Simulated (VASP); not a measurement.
# TaN (P6_3/mmc) in VASP: further runs

The runs below take TaN through single point, with PBEsol.

Program: VASP 6.6.1. These are calculated values, not measurements. Logs are shortened: lines on timing, memory, paths and dates and some standing lists are left out, and cuts for length are marked.

## 1. The cell of the first run

It takes space group P6_3/mmc (No. 194, hexagonal). The conventional cell has a = 2.890 Å, b = 2.890 Å, c = 5.854 Å, α = 90.00°, β = 90.00°, γ = 120.00°. Ta (site symmetry -3m) has 6 N at 2.22 Å and 6 Ta at 2.89 Å within 2.9 Å. N (site symmetry -6m2) has 6 Ta at 2.22 Å and 6 N at 2.89 Å within 2.9 Å.

## 2. Single point, PBEsol

INCAR

```
PREC = Accurate ; ENCUT = 520
EDIFF = 1E-7 ; ISMEAR = 0
SIGMA = 0.1 ; LREAL = F
LASPH = T ; NELM = 80
ALGO = Normal ; ISIF = 2
LWAVE = F ; LCHARG = T
GGA = PS ; LELF = T
LVHAR = T ; NBANDS = 24
```

KPOINTS

```
Automatic mesh
0
Gamma
  6 6 4
```

POSCAR

```
TaN
1.0
    2.8903514214      0.0000000000      0.0000000000
   -1.4451757107      2.5031177568      0.0000000000
    0.0000000000      0.0000000000      5.8535234369
Ta N
2 2
Direct
    0.0000000000      0.0000000000      0.0000000000
    0.0000000000      0.0000000000      0.5000000000
    0.3333333333      0.6666666667      0.2500000000
    0.6666666667      0.3333333333      0.7500000000
```

Potentials or basis: VASP PAW PBE potentials, release 64 (Ta_pv, N).

Command:

```
> cat potpaw_PBE.64/Ta_pv/POTCAR potpaw_PBE.64/N/POTCAR > POTCAR
> mpirun -np 1 vasp_std > vasp.out
```

OUTCAR:

```text
PREC = Accurate
   ENCUT = 520
   EDIFF = 1E-7
   ISMEAR = 0
   LREAL = F
   LASPH = T
   NELM = 80
   ISIF = 2
   GGA = PS

 ion  position               nearest neighbor table
   1  0.000  0.000  0.000-   3 2.22   4 2.22   4 2.22   3 2.22   4 2.22   3 2.22   2 2.93   2 2.93

   2  0.000  0.000  0.500-   3 2.22   4 2.22   4 2.22   3 2.22   4 2.22   3 2.22   1 2.93   1 2.93

   3  0.333  0.667  0.250-   1 2.22   2 2.22   1 2.22   2 2.22   1 2.22   2 2.22
   4  0.667  0.333  0.750-   1 2.22   2 2.22   1 2.22   2 2.22   1 2.22   2 2.22

  LATTYP: Found a hexagonal cell.
 ALAT       =     2.8903514214
 C/A-ratio  =     2.0251943738

  Lattice vectors:

 A1 = (   2.8903514214,   0.0000000000,   0.0000000000)
 A2 = (  -1.4451757107,   2.5031177568,   0.0000000000)
 A3 = (   0.0000000000,   0.0000000000,   5.8535234369)

Analysis of symmetry for initial positions (statically):
=====================================================================
 Subroutine PRICEL returns:
 Original cell was already a primitive cell.

 Routine SETGRP: Setting up the symmetry group for a
 hexagonal supercell.

 Subroutine GETGRP returns: Found 24 space group operations
 (whereof 12 operations were pure point group operations)
 out of a pool of 24 trial point group operations.

The static configuration has the point symmetry D_3d.
 The point group associated with its full space group is D_6h.

Analysis of symmetry for dynamics (positions and initial velocities):
=====================================================================
 Subroutine PRICEL returns:
 Original cell was already a primitive cell.

 Routine SETGRP: Setting up the symmetry group for a
 hexagonal supercell.

 Subroutine GETGRP returns: Found 24 space group operations
 (whereof 12 operations were pure point group operations)
 out of a pool of 24 trial point group operations.

The dynamic configuration has the point symmetry D_3d.
 The point group associated with its full space group is D_6h.

 Subroutine INISYM returns: Found 24 space group operations
 (whereof 12 operations are pure point group operations),
 and found     1 'primitive' translations

----------------------------------------------------------------------------------------

[... 88 lines left out ...]
   LSORBIT =      F    spin-orbit coupling
   LASPH  =      T    aspherical Exc in radial PAW
   ENCUT  =  520.0 eV  38.22 Ry    6.18 a.u.   5.37  5.37 10.88*2*pi/ulx,y,z
   NELM   =     80;   NELMIN=  2; NELMDL= -5     # of ELM steps
   EDIFF  = 0.1E-06   stopping-criterion for ELM
   LREAL  =      F    real-space projection
   EDIFFG = 0.1E-05   stopping-criterion for IOM
   NSW    =      0    number of steps for IOM
   IBRION =     -1    ionic relax: 0-MD 1-quasi-New 2-CG
   NFREE  =      0    steps in history (QN), initial steepest desc. (CG)
   ISIF   =      2    stress and relaxation
   ISYM   =      2    0-nonsym 1-usesym 2-fastsym
   POTIM  = 0.5000    time-step for ionic-motion
   TEBEG  =    0.0;   TEEND  =   0.0 temperature during run
   PSTRESS=    0.0 pullay stress
   NELECT =      32.0000    total number of electrons
   NUPDOWN=      -1.0000    fix difference up-down
   EMIN   =  10.00;   EMAX   =-10.00  energy-range for DOS
   EFERMI =   0.00;   METHOD = LEGACY
   ISMEAR =     0;   SIGMA  =   0.10  broadening in eV -4-tet -1-fermi 0-gaus
   EFERMI_NEDOS =   21; number of points for ismear=-14 and -15
   IALGO  =     38    algorithm
   IMIX   =      4    mixing-type and parameters
     AMIX     =   0.40;   BMIX     =  1.00
     AMIX_MAG =   1.60;   BMIX_MAG =  1.00
  volume/ion in A,a.u.               =      10.59        71.45
  Fermi-wavevector in a.u.,A,eV,Ry     =   1.491106  2.817781 30.251137  2.223396
  Thomas-Fermi vector in A             =   2.603803
   LORBIT       =      0    0 simple, 1 ext, 2 COOP (PROOUT), +10 PAW based schemes
   GGA     = PS    functional components
   LHFCALC =     F    Hartree Fock is set to
   AEXX    =    0.0000 exact exchange contribution
   IVDW    =     0    specifies the selected vdW correction
   LEPSILON=     F    determine dielectric tensor
   LRPA    =     F    only Hartree local field effects (RPA)
 non-spin polarized calculation
 Gauss-broadening in eV      SIGMA  =   0.10
  energy-cutoff  :      520.00
  volume of cell :       42.35
 maximum number of plane-waves:      1174
 NGX is ok and might be reduce to    24
   NGX = 11   NGY = 11   NGZ = 21

 number of electron      31.9999997 magnetization

 Free energy of the ion-electron system (eV)
  ---------------------------------------------------
  ext. energy  EPLUGINS =         0.00000000
  ---------------------------------------------------
  free energy    TOTEN  =       -46.80679784 eV

  energy without entropy =      -46.79787831  energy(sigma->0) =      -46.80233808

 E-fermi :   8.1442     XC(G=0): -13.6026

 val. band max:        8.0844923539   @ k =   0.1667   0.1667   0.2500
 cond. band min:       8.1575184769   @ k =   0.1667   0.0000   0.0000
 fundamental gap:      0.0730261230
 Fermi energy:         8.1441850745

 k-point     1 :       0.0000    0.0000    0.0000
  band No.  band energies     occupation
      1     -27.2777      2.00000
      2     -26.4322      2.00000
      3     -26.1610      2.00000
      4     -26.1610      2.00000
      5     -26.0918      2.00000
      6     -26.0918      2.00000
[... 556 lines left out ...]
     23      16.9212      0.00000
     24      16.9212      0.00000

------------------------ aborting loop because EDIFF is reached ----------------------------------------

  FORCE on cell =-STRESS in cart. coord.  units (eV):
  Direction    XX          YY          ZZ          XY          YZ          ZX
  --------------------------------------------------------------------------------------
  -------------------------------------------------------------------------------------
  Total        0.2241298      0.2241298      0.3295377      0.0000000      0.0000000      0.0000000
  in kB        8.4793175      8.4793175     12.4671271      0.0000000      0.0000000      0.0000000
  external PRESSURE =       9.8085874 kB  Pullay stress =       0.0000000 kB

 VOLUME and BASIS-vectors are now :
 -----------------------------------------------------------------------------
  energy-cutoff  :      520.00
  volume of cell :       42.35
      direct lattice vectors                 reciprocal lattice vectors
     2.890351421  0.000000000  0.000000000     0.345978691  0.199750890  0.000000000
    -1.445175711  2.503117757  0.000000000     0.000000000  0.399501780  0.000000000
     0.000000000  0.000000000  5.853523437     0.000000000  0.000000000  0.170837276

 POSITION                                       TOTAL-FORCE (eV/Angst)
 -----------------------------------------------------------------------------------
      0.00000      0.00000      0.00000         0.000000      0.000000     -0.000000
      0.00000      0.00000      2.92676         0.000000      0.000000     -0.000000
     -0.00000      1.66875      1.46338         0.000000     -0.000000      0.000000
      1.44518      0.83437      4.39014        -0.000000      0.000000      0.000000
 -----------------------------------------------------------------------------------
    total drift:                               -0.000000      0.000000      0.000000

  FREE ENERGIE OF THE ION-ELECTRON SYSTEM (eV)
  ---------------------------------------------------
  free  energy   TOTEN  =       -46.8067978427 eV

  energy  without entropy=      -46.7978783123  energy(sigma->0) =      -46.80233808
```

stdout:

```text
POSCAR found type information on POSCAR TaN
 POSCAR found :  2 types and       4 ions
 scaLAPACK will be used
 -----------------------------------------------------------------------------
|                                                                             |
|                                                                             |
|     You enforced a specific xc type in the INCAR file but a different       |
|     I HOPE YOU KNOW WHAT YOU ARE DOING!                                     |
|                                                                             |
 -----------------------------------------------------------------------------

 LDA part: xc-table for (Slater+PW92), standard interpolation
 POSCAR, INCAR and KPOINTS ok, starting setup
 FFT: planning ... GRIDC
 FFT: planning ... GRID_SOFT
 FFT: planning ... GRID
 WAVECAR not read
 entering main loop
```

Run time: 20 s. Hardware: 1 thread of Intel Xeon Platinum 8375C at 2.90GHz (Ice Lake), shared host; peak memory 0.17 GiB.

What came out:

```
Free energy            : -46.8068 eV
Pressure               : 1.0 GPa
Band gap on the k mesh : zero (band 16 reaches 8.84 eV, above the bottom of band 17 at 8.02 eV)
```

Levels at points of the mesh, in eV from the Fermi level:
```tsv
k point	band 14	band 15	band 16	band 17	band 18	band 19
(0.00, 0.00, 0.00)	-1.85	-1.85	-0.12	-0.12	0.69	0.69
(0.50, 0.00, 0.00)	-3.73	-2.67	-2.07	3.07	4.34	5.17
(0.00, 0.00, 0.50)	-3.81	-0.54	-0.54	1.16	1.16	1.16
(0.50, 0.00, 0.50)	-4.30	-2.13	-2.13	4.18	4.18	5.11
```

Caveat: the k points lie up to 0.42 Å⁻¹ apart; the PAW data sets were made with another functional, which shifts forces and pressure a little; spin-orbit coupling is left out, which moves the levels of the heavy elements.

## 3. Single point, PBEsol

INCAR

```
SYSTEM = TaN
PREC     = Accurate       ! precision mode
ENCUT    = 520            ! plane-wave cutoff, eV
EDIFF    = 1E-6           ! SCF threshold, eV
ISMEAR   = 0              ! smearing method
SIGMA    = 0.1            ! smearing width, eV
LREAL    = .False.        ! projectors in reciprocal space
LASPH    = .True.         ! aspherical terms in the spheres
NELM     = 100            ! most SCF steps
ALGO     = Normal         ! electronic algorithm
ISIF     = 2              ! what is computed and relaxed
LWAVE    = .False.        ! write WAVECAR
LCHARG   = .False.        ! write CHGCAR
GGA      = PS             ! functional
NBANDS   = 24             ! bands
```

KPOINTS

```
Automatic mesh
0
Gamma
  18 18 8
  0 0 0
```

POSCAR

```
TaN
1.0
    2.8894657382      0.0000000000      0.0000000000
   -1.4447328691      2.5023507326      0.0000000000
    0.0000000000      0.0000000000      5.8607958146
Ta N
2 2
Direct
    0.0000000000      0.0000000000      0.0000000000
    0.0000000000      0.0000000000      0.5000000000
    0.3333333333      0.6666666667      0.2500000000
    0.6666666667      0.3333333333      0.7500000000
```

Potentials or basis: VASP PAW PBE potentials, release 64 (Ta_pv, N).

Command:

```
> cat potpaw_PBE.64/Ta_pv/POTCAR potpaw_PBE.64/N/POTCAR > POTCAR
> mpirun -np 1 vasp_std > vasp.out
```

OUTCAR:

```text
SYSTEM = TaN
   PREC = Accurate
   ENCUT = 520
   EDIFF = 1E-6
   ISMEAR = 0
   LREAL = .False.
   LASPH = .True.
   NELM = 100
   ISIF = 2
   GGA = PS

 ion  position               nearest neighbor table
   1  0.000  0.000  0.000-   3 2.22   4 2.22   3 2.22   4 2.22   4 2.22   3 2.22   2 2.93   2 2.93

   2  0.000  0.000  0.500-   3 2.22   4 2.22   3 2.22   4 2.22   4 2.22   3 2.22   1 2.93   1 2.93

   3  0.333  0.667  0.250-   1 2.22   2 2.22   1 2.22   2 2.22   1 2.22   2 2.22
   4  0.667  0.333  0.750-   1 2.22   2 2.22   1 2.22   2 2.22   1 2.22   2 2.22

  LATTYP: Found a hexagonal cell.
 ALAT       =     2.8894657382
[... 851 lines left out ...]
  -------------------------------------------------------------------------------------
  Total        0.2296993      0.2296993      0.2630248      0.0000000     -0.0000000      0.0000000
  in kB        8.6845608      8.6845608      9.9445459      0.0000000     -0.0000000      0.0000000
  external PRESSURE =       9.1045558 kB  Pullay stress =       0.0000000 kB

 VOLUME and BASIS-vectors are now :
 -----------------------------------------------------------------------------
  energy-cutoff  :      520.00
  volume of cell :       42.38
      direct lattice vectors                 reciprocal lattice vectors
     2.889465738  0.000000000  0.000000000     0.346084740  0.199812118  0.000000000
    -1.444732869  2.502350733  0.000000000     0.000000000  0.399624236  0.000000000
     0.000000000  0.000000000  5.860795815     0.000000000  0.000000000  0.170625292

 POSITION                                       TOTAL-FORCE (eV/Angst)
 -----------------------------------------------------------------------------------
      0.00000      0.00000      0.00000         0.000000      0.000000      0.000000
      0.00000      0.00000      2.93040         0.000000      0.000000      0.000000
     -0.00000      1.66823      1.46520         0.000000     -0.000000     -0.000000
      1.44473      0.83412      4.39560        -0.000000      0.000000      0.000000
 -----------------------------------------------------------------------------------
    total drift:                               -0.000000      0.000000      0.000000

  FREE ENERGIE OF THE ION-ELECTRON SYSTEM (eV)
  ---------------------------------------------------
  free  energy   TOTEN  =       -46.7739578287 eV

  energy  without entropy=      -46.7685966341  energy(sigma->0) =      -46.77127723
```

It took 2.6 min on 1 thread of Intel Xeon Platinum 8375C at 2.90GHz (Ice Lake), shared host; peak memory 0.29 GiB.

Results:

| Quantity | Value |
| --- | --- |
| Free energy | -46.7740 eV |
| Pressure | 0.9 GPa |
| Band gap on the k mesh | zero (band 16 reaches 8.83 eV, above the bottom of band 17 at 7.80 eV) |

Stress tensor (GPa, compression positive):
```
0.87 0.00 0.00
0.00 0.87 0.00
0.00 0.00 0.99
```

Caveat: the PAW data sets were made with another functional, which shifts forces and pressure a little; spin-orbit coupling is left out, which moves the levels of the heavy elements.
